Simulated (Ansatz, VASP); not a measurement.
## One calculation of HgTe, two programs

```
CELL_PARAMETERS angstrom
0.00000 2.86237 2.86237
2.86237 0.00000 2.86237
2.86237 2.86237 0.00000
ATOMIC_POSITIONS crystal
Hg 0.00000 0.00000 0.00000
Te 0.50000 0.50000 0.50000
```

Change from the starting cell: volume scaled by 0.9405.

Alike in both runs: task single point; functional LDA; k mesh 10 × 10 × 10; occupations fermi-dirac, width 0.08 eV; no spin polarisation.

|  | VASP | Ansatz |
| --- | --- | --- |
| version | VASP 6.6.1 | Ansatz 0.2.0 |
| potentials or method | VASP PAW LDA potentials, release 64 (Hg, Te), cutoff 500 eV | all-electron LAPW, scalar-relativistic |

|  | VASP | Ansatz | Ansatz less VASP |
| --- | --- | --- | --- |
| pressure (GPa) | 10.7 | 10.0 | -0.72 |

LDA's correlation is that of Perdew and Zunger in VASP and of Perdew and Wang (1992) in Ansatz. Ansatz ran all-electron here, and VASP with PAW potentials.

Spin-orbit coupling is off throughout.
